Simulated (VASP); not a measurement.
Runs of VASP 6.6.1 on SnO2. The structure is that of space group R-3m (No. 166), or close to it. The cells are those of the table. 

```tsv
cell	gap on the mesh (eV)	pressure (GPa)	largest force (eV/Å)
a = 4.593 Å, angles 40.2°, 3 atoms	1.92	4.5	0.01
a = 4.393 Å, angles 43.4°, 3 atoms	(a)	-1.8	0.09
a = 5.149 Å, angles 33.2°, 3 atoms	3.02	(b)	0.57
a = 4.044 Å, angles 50.6°, 3 atoms	0.15	-12.8	0.22
a = 4.305 Å, angles 45.1°, 3 atoms	0.98	-4.7	0.12
```

Alike in all rows: task single point; level LDA; potentials or basis VASP PAW LDA potentials, release 64 (Sn_d, O); no spin polarisation; k mesh 12 × 12 × 12; cutoff (eV) 520; smearing gaussian 0.05 eV.

Fill in the values left out.

(a) 1.27; (b) 20.5.

Caveats: spin-orbit coupling is left out, which moves the levels of the heavy elements; the stress differs along the axes, from 0 to 7 GPa (at least some runs); the stress differs along the axes, from -7 to 34 GPa (at least some runs); the stress differs along the axes, from -16 to -7 GPa (at least some runs); semilocal functionals underestimate gaps, and a narrow one can read as zero (at least some runs); the stress differs along the axes, from -7 to -1 GPa (at least some runs).

A k mesh can miss the band edges, and the runs leave out spin-orbit coupling on Sn.
